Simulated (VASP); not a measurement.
## FeSi16 (a cell with a defect): single point with LDA

The system is FeSi16 (a cell with a defect).

```
CELL_PARAMETERS angstrom
0.00000 5.40194 -5.40194
5.40194 5.40194 0.00000
5.40194 0.00000 -5.40194
ATOMIC_POSITIONS crystal
Si 0.12719 0.12770 0.12393
Si 0.12719 0.62112 0.12393
Si 0.62062 0.12769 0.12393
Si 0.63292 0.63343 0.10016
Si 0.11993 0.12044 0.63912
Si 0.13096 0.62284 0.62329
Si 0.62233 0.13147 0.62329
Si 0.62233 0.62284 0.62329
Si 0.26171 0.74381 0.25060
Si 0.24388 0.24438 0.26729
Si 0.74332 0.74380 0.25060
Si 0.74331 0.26221 0.25060
Si 0.24910 0.74856 0.75266
Si 0.24909 0.24961 0.75267
Si 0.75807 0.75858 0.72469
Si 0.74805 0.24961 0.75267
Fe 0.90691 0.90741 0.27821
```

```json
{
 "Program": "VASP 6.6.1",
 "Task": "single point",
 "Functional": "LDA",
 "Potentials or basis": "VASP PAW LDA potentials, release 64 (Si, Fe)",
 "Cutoff": "520 eV",
 "k mesh": "3 × 3 × 3",
 "Occupations": "gaussian, width 0.02 eV",
 "Spin": "collinear spin, ferromagnetic start",
 "Starting moments": "[0.0, 0.0, 0.0, 0.0, 0.0, 0.0, 0.0, 0.0, 0.0, 0.0, 0.0, 0.0, 0.0, 0.0, 0.0, 0.0, 2.17] μB"
}
```

| Property | Result |
| --- | --- |
| Largest force | 1.096 eV/Å |
| Net moment | 2.15 μB per cell |
| Site moments | Si +0.02, +0.01, -0.00 (each value once); Fe +1.60 μB |
| Valence electrons inside the program's atomic spheres | Si 1.68, 1.71, 1.70 (each value once); Fe 7.44 |

Forces in eV/Å, atoms in the order of the input:
```
Si  -0.048 -0.046  0.048
Si   0.046  0.048  0.048
Si  -0.048  0.047 -0.046
Si  -0.054  0.054  0.052
Si  -0.039  0.039  0.038
Si  -0.067  0.067  0.034
Si  -0.035  0.068  0.067
Si  -0.068  0.035  0.067
Si  -0.068  0.068  0.031
Si  -0.035  0.034  0.035
Si  -0.068  0.031  0.069
Si  -0.031  0.068  0.069
Si   0.004  0.026  0.026
Si  -0.026 -0.004  0.026
Si  -0.071  0.071  0.071
Si  -0.026  0.026 -0.003
Fe   0.633 -0.633 -0.633
```

Levels at points of the mesh, in eV from the Fermi level:
Spin up:
| k point | band 35 | band 36 | band 37 | band 38 | band 39 | band 40 |
| --- | --- | --- | --- | --- | --- | --- |
| (0.00, 0.00, 0.00) | -0.21 | -0.01 | 0.21 | 0.21 | 0.59 | 0.60 |
Spin down:
| k point | band 32 | band 33 | band 34 | band 35 | band 36 | band 37 |
| --- | --- | --- | --- | --- | --- | --- |
| (0.00, 0.00, 0.00) | -0.53 | -0.14 | 0.07 | 0.07 | 0.12 | 0.30 |

Run time: 19 min on 1 thread of Intel(R) Xeon(R) Platinum 8488C (Sapphire Rapids), with other jobs on the host, peak memory 0.57 GiB.

Caveat: the cell carries a net charge on a neutralising background, which shifts energy and pressure; the cell is charged against a uniform background, so pressure and absolute levels hang on convention.
